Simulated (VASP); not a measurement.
# HC9 in VASP: a series of runs, part 2 of 2

VASP 6.6.1.

## (5) Single point, PBE+D3(BJ)

Input file INCAR:

```
SYSTEM = HC9
PREC = Accurate
ENCUT = 520
EDIFF = 1E-7
ISMEAR = -1
SIGMA = 0.02
LREAL = Auto
LASPH = .True.
NELM = 60
ALGO = Normal
ISIF = 2
LWAVE = .False.
LCHARG = .False.
GGA = PE
IVDW = 12
NBANDS = 53
```

Input file KPOINTS:

```
Automatic mesh
0
Gamma
  2 2 1
  0 0 0
```

Input file POSCAR:

```
HC9
1.0
    7.3980000000      0.0000000000      0.0000000000
   -3.6990000000      6.4068560000      0.0000000000
    0.0000000000      0.0000000000     12.0000000000
C H
18 2
Direct
   -0.0081983761      0.0050414743      0.0720166667
    0.2127279734      0.1138311833      0.0671083333
   -0.0019776440      0.3373261394      0.0702750000
    0.2161892625      0.4464904471      0.0733166667
    0.0022893025      0.6723266451      0.0604916667
    0.2187254112      0.7798676917      0.0706250000
    0.3292904110      0.0091620601      0.0753250000
    0.5530002057      0.1135970592      0.0740500000
    0.3249526138      0.3328465631      0.0670000000
    0.5473694549      0.4513758386      0.0644083333
    0.3317056681      0.6650063619      0.0763583333
    0.5479989618      0.7785878128      0.0791083333
    0.6647225056     -0.0021851591      0.0798166667
    0.8807655869      0.1138155751      0.0723666667
    0.6565278254      0.3360618687      0.0657333333
    0.8897094437      0.4529522749      0.0594666667
    0.6612307636      0.6747459284      0.0707500000
    0.8818345617      0.7801330325      0.0656083333
    0.6884446574      0.2579112126      0.3017666667
    0.6736634047      0.2151289181      0.3563916667
```

Potentials or basis: VASP PAW PBE potentials, release 64 (C, H).

On the command line:

```
cat potpaw_PBE.64/C/POTCAR potpaw_PBE.64/H/POTCAR > POTCAR
mpirun -np 1 vasp_std > vasp.out
```

OUTCAR:

```text
SYSTEM = HC9
   PREC = Accurate
   ENCUT = 520
   EDIFF = 1E-7
   ISMEAR = -1
   LREAL = Auto
   LASPH = .True.
   NELM = 60
   ISIF = 2
   GGA = PE
   IVDW = 12
 IVDW          = 12

 ion  position               nearest neighbor table
   1  0.992  0.005  0.072-  14 1.41   2 1.42  18 1.44
   2  0.213  0.114  0.067-   9 1.40   1 1.42   7 1.42
   3  0.998  0.337  0.070-   4 1.40  14 1.43  16 1.44
   4  0.216  0.446  0.073-   3 1.40  11 1.40   9 1.43
   5  0.002  0.672  0.060-   6 1.39  16 1.41  18 1.46
   6  0.219  0.780  0.071-   5 1.39  11 1.46   7 1.47
[... 10 lines left out ...]
  17  0.661  0.675  0.071-  12 1.39  18 1.42  10 1.43
  18  0.882  0.780  0.066-  17 1.42   1 1.44   5 1.46
  19  0.688  0.258  0.302-  20 0.71
  20  0.674  0.215  0.356-  19 0.71

  LATTYP: Found a hexagonal cell.
 ALAT       =     7.3980000000
 C/A-ratio  =     1.6220600162

  Lattice vectors:

 A1 = (   7.3980000000,   0.0000000000,   0.0000000000)
 A2 = (  -3.6990000000,   6.4068560000,   0.0000000000)
 A3 = (   0.0000000000,   0.0000000000,  12.0000000000)

Analysis of symmetry for initial positions (statically):
=====================================================================
 Subroutine PRICEL returns:
 Original cell was already a primitive cell.

 Routine SETGRP: Setting up the symmetry group for a
 hexagonal supercell.

 Subroutine GETGRP returns: Found  1 space group operations
 (whereof  1 operations were pure point group operations)
 out of a pool of 24 trial point group operations.

The static configuration has the point symmetry C_1 .

Analysis of symmetry for dynamics (positions and initial velocities):
=====================================================================
 Subroutine PRICEL returns:
 Original cell was already a primitive cell.

 Routine SETGRP: Setting up the symmetry group for a
 hexagonal supercell.

 Subroutine GETGRP returns: Found  1 space group operations
 (whereof  1 operations were pure point group operations)
 out of a pool of 24 trial point group operations.

The dynamic configuration has the point symmetry C_1 .

 Subroutine INISYM returns: Found  1 space group operations
 (whereof  1 operations are pure point group operations),
 and found     1 'primitive' translations

----------------------------------------------------------------------------------------

                                     Primitive cell

  volume of cell :     568.7750

  direct lattice vectors                    reciprocal lattice vectors
     7.398000000  0.000000000  0.000000000     0.135171668  0.078041398  0.000000000
    -3.699000000  6.406856000  0.000000000     0.000000000  0.156082796  0.000000000
     0.000000000  0.000000000 12.000000000     0.000000000  0.000000000  0.083333333

  length of vectors
     7.398000000  7.398000054 12.000000000     0.156082797  0.156082796  0.083333333

  position of ions in fractional coordinates (direct lattice)
     0.991801624  0.005041474  0.072016667
     0.212727973  0.113831183  0.067108333
     0.998022356  0.337326139  0.070275000
     0.216189263  0.446490447  0.073316667
     0.002289303  0.672326645  0.060491667
     0.218725411  0.779867692  0.070625000
[... 12 lines left out ...]
     0.688444657  0.257911213  0.301766667
[... 49 lines left out ...]
 Found      4 irreducible k-points:

 Following reciprocal coordinates:
            Coordinates               Weight
  0.000000  0.000000  0.000000      1.000000
  0.500000  0.000000  0.000000      1.000000
  0.000000  0.500000  0.000000      1.000000
  0.500000  0.500000  0.000000      1.000000
   k-points           NKPTS =      4   k-points in BZ     NKDIM =      4   number of bands    NBANDS=     53
   number of dos      NEDOS =    301   number of ions     NIONS =     20
   total plane-waves  NPLWV = 282240
   dimension x,y,z NGX =    56 NGY =   56 NGZ =   90
   dimension x,y,z NGXF=   112 NGYF=  112 NGZF=  180
   ions per type =              18   2
   NGX,Y,Z   is equivalent  to a cutoff of  12.58, 12.58, 12.47 a.u.
   NGXF,Y,Z  is equivalent  to a cutoff of  25.17, 25.17, 24.94 a.u.
 SYSTEM =  HC9
   PREC   = accura    normal or accurate (medium, high low for compatibility)
   ISTART =      0    job   : 0-new  1-cont  2-samecut
   ICHARG =      2    charge: 1-file 2-atom 10-const
   ISPIN  =      1    spin polarized calculation?
   LNONCOLLINEAR =      F non collinear calculations
   LSORBIT =      F    spin-orbit coupling
   LASPH  =      T    aspherical Exc in radial PAW
   ENCUT  =  520.0 eV  38.22 Ry    6.18 a.u.  13.76 13.76 22.31*2*pi/ulx,y,z
   NELM   =     60;   NELMIN=  2; NELMDL= -5     # of ELM steps
   EDIFF  = 0.1E-06   stopping-criterion for ELM
   LREAL  =      T    real-space projection
   EDIFFG = 0.1E-05   stopping-criterion for IOM
   NSW    =      0    number of steps for IOM
   IBRION =     -1    ionic relax: 0-MD 1-quasi-New 2-CG
   NFREE  =      0    steps in history (QN), initial steepest desc. (CG)
   ISIF   =      2    stress and relaxation
   ISYM   =      2    0-nonsym 1-usesym 2-fastsym
   POTIM  = 0.5000    time-step for ionic-motion
   TEBEG  =    0.0;   TEEND  =   0.0 temperature during run
   PSTRESS=    0.0 pullay stress
   NELECT =      74.0000    total number of electrons
   NUPDOWN=      -1.0000    fix difference up-down
   EMIN   =  10.00;   EMAX   =-10.00  energy-range for DOS
   EFERMI =   0.00;   METHOD = LEGACY
   ISMEAR =    -1;   SIGMA  =   0.02  broadening in eV -4-tet -1-fermi 0-gaus
   EFERMI_NEDOS =   21; number of points for ismear=-14 and -15
   IALGO  =     38    algorithm
   IMIX   =      4    mixing-type and parameters
     AMIX     =   0.40;   BMIX     =  1.00
     AMIX_MAG =   1.60;   BMIX_MAG =  1.00
  volume/ion in A,a.u.               =      28.44       191.91
  Fermi-wavevector in a.u.,A,eV,Ry     =   0.829542  1.567608  9.362720  0.688140
  Thomas-Fermi vector in A             =   1.942107
   LORBIT       =      0    0 simple, 1 ext, 2 COOP (PROOUT), +10 PAW based schemes
   GGA     = PE    functional components
   LHFCALC =     F    Hartree Fock is set to
   AEXX    =    0.0000 exact exchange contribution
   IVDW    =    12    specifies the selected vdW correction
   LEPSILON=     F    determine dielectric tensor
   LRPA    =     F    only Hartree local field effects (RPA)
 non-spin polarized calculation
  energy-cutoff  :      520.00
  volume of cell :      568.78
 maximum number of plane-waves:     15363
 NGX is ok and might be reduce to    56
   NGX = 27   NGY = 27   NGZ = 45

 number of electron      74.0000000 magnetization

 Free energy of the ion-electron system (eV)
  ---------------------------------------------------
  ext. energy  EPLUGINS =         0.00000000
  ---------------------------------------------------
  free energy    TOTEN  =      -171.71512510 eV

  energy without entropy =     -171.70868768  energy(sigma->0) =     -171.71190639

 E-fermi :  -1.7121     XC(G=0):  -3.8799

 val. band max:       -1.7564696046   @ k =   0.0000   0.0000   0.0000
 cond. band min:      -1.6676959072   @ k =   0.0000   0.0000   0.0000
 fundamental gap:      0.0887736974
 Fermi energy:        -1.7120795015

 k-point     1 :       0.0000    0.0000    0.0000
  band No.  band energies     occupation
      1     -21.2404      2.00000
      2     -18.8927      2.00000
      3     -18.8075      2.00000
      4     -18.6475      2.00000
      5     -18.6398      2.00000
      6     -18.4750      2.00000
[... 197 lines left out ...]
     48       3.8068      0.00000
     49       4.2349      0.00000
 [bands above 49 left out]

------------------------ aborting loop because EDIFF is reached ----------------------------------------

 Edisp (eV)   -1.65968

 E8    (eV) :    -0.5108

  FORCE on cell =-STRESS in cart. coord.  units (eV):
  Direction    XX          YY          ZZ          XY          YZ          ZX
  --------------------------------------------------------------------------------------
  -------------------------------------------------------------------------------------
  Total       1.17850     1.27790     0.41767     1.06670     0.03248    -0.15728
  in kB       3.31972     3.59971     1.17653     3.00476     0.09148    -0.44304
  external pressure =        2.70 kB  Pullay stress =        0.00 kB

 VOLUME and BASIS-vectors are now :
 -----------------------------------------------------------------------------
  energy-cutoff  :      520.00
  volume of cell :      568.78
      direct lattice vectors                 reciprocal lattice vectors
     7.398000000  0.000000000  0.000000000     0.135171668  0.078041398  0.000000000
    -3.699000000  6.406856000  0.000000000     0.000000000  0.156082796  0.000000000
     0.000000000  0.000000000 12.000000000     0.000000000  0.000000000  0.083333333

 POSITION                                       TOTAL-FORCE (eV/Angst)
 -----------------------------------------------------------------------------------
      7.31870      0.03230      0.86420         0.373453     -1.704715     -0.597395
      1.15270      0.72930      0.80530         1.427335      0.227602      0.549578
      6.13560      2.16120      0.84330        -2.065395      0.644352     -0.453264
     -0.05220      2.86060      0.87980         0.509310     -0.193045     -0.337113
     -2.47000      4.30750      0.72590        -1.532687     -0.210151      0.305463
     -1.26660      4.99650      0.84750         0.916968      0.761597      0.311462
[... 12 lines left out ...]
      4.13910      1.65240      3.62120        -0.103366      0.573380     -1.366600
      4.18800      1.37830      4.27670         0.109040     -0.567834      1.374055
 -----------------------------------------------------------------------------------
    total drift:                                0.000682     -0.001089      0.014037

  FREE ENERGIE OF THE ION-ELECTRON SYSTEM (eV)
  ---------------------------------------------------
  free  energy   TOTEN  =      -173.3748011049 eV

  energy  without entropy=     -173.3683636917  energy(sigma->0) =     -173.37158240
```

Wall time 2.4 min (1 thread of AMD EPYC 9R45 (Zen 5), shared host); peak memory 0.54 GiB.

Results:

```yaml
Free_energy: -173.3748 eV
Largest_force: 3.294 eV/Å
Band_gap_on_the_k_mesh: 0.09 eV
Dispersion_energy_per_atom: -0.083 eV
```

Forces in eV/Å, atoms in the order of the input:
```
C    0.373 -1.705 -0.597
C    1.427  0.228  0.550
C   -2.065  0.644 -0.453
C    0.509 -0.193 -0.337
C   -1.533 -0.210  0.305
C    0.917  0.762  0.311
C    0.834 -1.654 -0.681
C   -1.291  0.711  0.149
C    0.438  1.198  0.263
C    0.681 -1.832  0.324
C   -3.189  0.808 -0.179
C    1.720  0.893 -0.102
C   -2.402  1.328 -0.549
C    1.049 -0.174  0.427
C    1.705  0.825 -0.345
C   -0.537 -1.771  0.870
C    1.034 -1.227 -0.278
C    0.324  1.365  0.315
H   -0.103  0.573 -1.367
H    0.109 -0.568  1.374
```

Levels at points of the mesh, in eV from the valence-band top:
| k point | band 35 | band 36 | band 37 | band 38 | band 39 | band 40 |
| --- | --- | --- | --- | --- | --- | --- |
| (0.00, 0.00, 0.00) | -2.80 | -0.13 | 0.00 | 0.09 | 0.23 | 3.37 |
| (0.50, 0.00, 0.00) | -2.55 | -2.47 | -2.19 | 1.61 | 2.44 | 2.50 |
| (0.00, 0.50, 0.00) | -2.57 | -2.48 | -2.23 | 1.69 | 2.42 | 2.46 |
| (0.50, 0.50, 0.00) | -2.56 | -2.45 | -2.33 | 1.81 | 2.37 | 2.49 |

Caveat: the k points lie up to 0.49 Å⁻¹ apart; there is no dipole correction, which matters where the two faces differ.

## (6) Summary

| cell | gap on the mesh (eV) | largest force (eV/Å) |
| --- | --- | --- |
| as given, atomic positions A | 0.21 | 0.02 |
| as given, atomic positions B | 0.05 | 4.78 |
| as given, atomic positions C | 0.06 | 6.19 |
| as given, atomic positions D | 0.09 | 3.29 |

Alike in all rows: task single point; level PBE+D3(BJ); potentials or basis VASP PAW PBE potentials, release 64 (C, H); no spin polarisation; k mesh 2 × 2 × 1; cutoff (eV) 520; smearing fermi-dirac 0.02 eV.

Caveats: all runs use coarse meshes; there is no dipole correction, which matters where the two faces differ.

Absolute energies hang on the potentials; compare differences alone.
